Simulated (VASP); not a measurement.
A run of VASP 6.6.1:

Contents of INCAR:

```
PREC = Accurate ; ENCUT = 520
EDIFF = 1E-6 ; ISMEAR = -1
SIGMA = 0.01 ; LREAL = Auto
LASPH = True ; NELM = 150
ALGO = Normal ; ISIF = 2
LWAVE = False ; LCHARG = False
ISPIN = 2 ; MAGMOM = 0 0 0 0 0 0 0 0 0 0.27 0.01 0 0.06 0 0.4 0 0.04 0 0.01 0 0 0.02 0 0.02 0.23
LORBIT = 11 ; NUPDOWN = 1.0
GGA = PE ; NBANDS = 130
```

The input KPOINTS:

```
regular mesh
0
Gamma
  1 1 1
```

File POSCAR:

```
Sn8O16F
1.0
    4.8274600300      4.8274600300      0.0000000000
   -4.8274600300      4.8274600300      0.0000000000
    0.0000000000      0.0000000000      6.4759066800
Sn O F
8 16 1
Direct
    0.0093627911      0.5056954350      0.2445852107
    0.4898208344     -0.0058698570      0.2445720852
   -0.0078342440     -0.0001844655     -0.0079281562
    0.5070656173      0.4999838393     -0.0079235237
    0.0053680403      0.5063331410      0.7445439285
    0.4938798012     -0.0065508569      0.7445195304
   -0.0077856678     -0.0000979811      0.4970374280
    0.5070374451      0.4998939370      0.4970310968
    0.0005489429      0.8143124905      0.2445764089
    0.5633962753      0.3021642833      0.2444780443
   -0.0642230071      0.1976728951      0.2444664629
    0.4986808767      0.6855023096      0.2445787252
    0.3002966345     -0.0237563852     -0.0104715839
    0.8144467226      0.5050917014     -0.0068756395
    0.1989251064      0.5235146401     -0.0104573774
    0.6847667261     -0.0052640519     -0.0069086851
   -0.0165421359      0.8115297642      0.7445477889
    0.4893601367      0.3034453918      0.7445743489
    0.0098252497      0.1963461104      0.7445816066
    0.5158036492      0.6882636996      0.7445538113
    0.3003143456     -0.0238942424      0.4995598547
    0.8144010464      0.5047933043      0.4960378768
    0.1989312173      0.5236539473      0.4995536779
    0.6848450281     -0.0049721800      0.4960309280
    0.2495587726      0.2498027933      0.2446059028
```

Potentials or basis: VASP PAW PBE potentials, release 64 (Sn_d, O, F).

The run is started by

```bash
$ cat potpaw_PBE.64/Sn_d/POTCAR potpaw_PBE.64/O/POTCAR potpaw_PBE.64/F/POTCAR > POTCAR
$ mpirun -np 1 vasp_gam > vasp.out
```

Hardware: 1 thread of AMD EPYC 7R13, on a shared host.

Problem. How long does it take, and how much memory?

Solution. Wall time 3.6 min on 1 thread of AMD EPYC 7R13, on a shared host, peak memory 0.43 GiB. Counts: scf iterations 17, k points 1.
